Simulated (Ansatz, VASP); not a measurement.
Ni3Ge in VASP and in Ansatz

Contents of INCAR:

```
SYSTEM = Ni3Ge
PREC     = Accurate       ! precision mode
ENCUT    = 600            ! plane-wave cutoff, eV
EDIFF    = 1E-6           ! SCF threshold, eV
ISMEAR   = -1             ! smearing method
SIGMA    = 0.05           ! smearing width, eV
LREAL    = .False.        ! projectors in reciprocal space
LASPH    = .True.         ! aspherical terms in the spheres
NELM     = 120            ! most SCF steps
ALGO     = Normal         ! electronic algorithm
ISIF     = 2              ! what is computed and relaxed
LWAVE    = .False.        ! write WAVECAR
LCHARG   = .False.        ! write CHGCAR
NBANDS   = 30             ! bands
GGA_COMPAT= .False.
```

File KPOINTS:

```
regular mesh
0
Gamma
  8 8 8
  0 0 0
```

File POSCAR:

```
Ni3Ge
1.0
    3.2217141598      0.0000000000      0.0000000000
    0.0000000000      3.2217141598      0.0000000000
    0.0000000000      0.0000000000      3.2217141598
Ni Ge
3 1
Direct
    0.5000000000      0.0000000000      0.5000000000
    0.0000000000      0.5000000000      0.5000000000
    0.5000000000      0.5000000000      0.0000000000
    0.0000000000      0.0000000000      0.0000000000
```

Input for Ansatz:

```yaml
crystal:
  lattice:
    - [3.2217141598, 0.0, 0.0]
    - [0.0, 3.2217141598, 0.0]
    - [0.0, 0.0, 3.2217141598]
  atoms:
    - { symbol: Ni, position: [0.5, 0.0, 0.5] }
    - { symbol: Ni, position: [0.0, 0.5, 0.5] }
    - { symbol: Ni, position: [0.5, 0.5, 0.0] }
    - { symbol: Ge, position: [0.0, 0.0, 0.0] }
kpoints:
  mp_grid: { grid: [8, 8, 8] }
scf:
  occupations: { method: fermi_dirac, width: 0.05 }
  lower_state_search: "off"
hamiltonian:
  xc: lda
  pseudopotentials: { kind: paw }
output:
  forces: true
  stress: true
  eigenvalues: true
```

Change from the starting cell: volume scaled by 0.76, no spin polarisation, PAW files.

Alike in both runs: task single point; functional LDA; k mesh 8 × 8 × 8; occupations fermi-dirac, width 0.05 eV; no spin polarisation.

```csv
,VASP,Ansatz
version,VASP 6.6.1,Ansatz 0.2.0
potentials or method,"VASP PAW LDA potentials, release 64 (Ni, Ge_d)","PAW with Ansatz's default frozen-core files, scalar-relativistic"
plane-wave cutoff (eV),600,420
valence electrons in the cell,44,68
```

|  | VASP | Ansatz | Ansatz less VASP |
| --- | --- | --- | --- |
| pressure (GPa) | 102.0 | 100.8 | -1.19 |

LDA's correlation is that of Perdew and Zunger in VASP and of Perdew and Wang (1992) in Ansatz. Both programs put the cell under a high pressure, so it lies far from rest at this level. VASP's potentials hold 44 valence electrons a cell and Ansatz's 68, so a difference there can come from the potentials and not from the codes.

Noted on VASP's run: the cell as given lies far from equilibrium.
